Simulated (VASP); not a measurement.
Write the native input for VASP 6.6.1 that does the following.

| Property | Result |
| --- | --- |
| Task | single point |
| Functional | LDA |
| Potentials or basis | VASP PAW LDA potentials, release 64 (Mn_pv) |
| Cutoff | 520 eV |
| k mesh | 17 × 17 × 17 |
| Occupations | fermi-dirac, width 0.136057 eV |
| Spin | no spin polarisation |
| Dipole correction | no |
| Further INCAR settings | ALGO = Normal; EDIFF = 1e-06; NBANDS = 12 |

The structure of Mn lies in POSCAR:

```
Mn
1.0
   -1.3634234684      1.3634234684      1.3634234684
    1.3634234684     -1.3634234684      1.3634234684
    1.3634234684      1.3634234684     -1.3634234684
Mn
1
Direct
    0.0000000000      0.0000000000      0.0000000000
```

One way to write it, as run:

INCAR

```
ALGO     = Normal         # electronic algorithm
EDIFF    = 1E-6           # SCF threshold, eV
ENCUT    = 520            # plane-wave cutoff, eV
GGA      = CA             # functional
ISIF     = 2              # what is computed and relaxed
ISMEAR   = -1             # smearing method
LASPH    = True           # aspherical terms in the spheres
LCHARG   = False          # write CHGCAR
LREAL    = False          # projectors in reciprocal space
LWAVE    = False          # write WAVECAR
NBANDS   = 12             # bands
NELM     = 60             # most SCF steps
PREC     = Accurate       # precision mode
SIGMA    = 0.13605693000000002 # smearing width, eV
```

KPOINTS

```
k-points
0
Gamma
  17 17 17
```

Potentials or basis: VASP PAW LDA potentials, release 64 (Mn_pv).

Launch:

```console
$ cat potpaw_LDA.64/Mn_pv/POTCAR > POTCAR
$ mpirun -np 1 vasp_std > vasp.out
```

It gave:

```
Pressure : 0.7 GPa
```

Caveat: the run has no spin polarisation, though such a crystal can be magnetic.

It took 18 s on 1 thread of Intel Xeon 8259CL (shared host), peak memory 0.13 GiB.
